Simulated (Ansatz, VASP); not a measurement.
**AlAuC4N4 in VASP and in Ansatz**

```
Al C Au N
1.0
     5.83412    0.00000    0.00000
     0.00000    5.83412    0.00000
     0.00000    0.00000    5.83412
Al C Au N
1 4 1 4
Direct
  0.00000 0.00000 0.00000
  0.18555 0.18555 0.18555
  0.18555 0.81445 0.81445
  0.81445 0.18555 0.81445
  0.81445 0.81445 0.18555
  0.50000 0.50000 0.50000
  0.30134 0.30134 0.30134
  0.30134 0.69866 0.69866
  0.69866 0.30134 0.69866
  0.69866 0.69866 0.30134
```

Alike in both runs: task single point; functional PBE; k mesh 4 × 4 × 4; occupations gaussian, width 0.1 eV; no spin polarisation.

```csv
,VASP,Ansatz
version,VASP 6.6.1,Ansatz 0.2.0
potentials or method,"VASP PAW PBE potentials, release 64 (Al, C, Au, N), cutoff 520 eV","scalar-relativistic, plane waves, PAW"
valence electrons in the cell,50,58
```

```tsv
	VASP	Ansatz	Ansatz less VASP
gap on the k mesh at the Fermi level (eV)	3.32	3.31	-0.007
least direct gap on the mesh (eV)	3.37	3.36	-0.007
pressure (GPa)	7.5	7.2	-0.22
rms of the force components (eV/Å)	1.001	1.200	+0.1986
```

Atom by atom the forces differ by 0.199 eV/Å (rms over components). The functional is the same, so the differences come from potentials, cutoffs and numerics. VASP's potentials hold 50 valence electrons a cell and Ansatz's 58, so a difference there can come from the potentials and not from the codes.

Neither program's run includes spin-orbit coupling. Noted on VASP's run: the standard files for N, O and F lose accuracy on very short bonds.
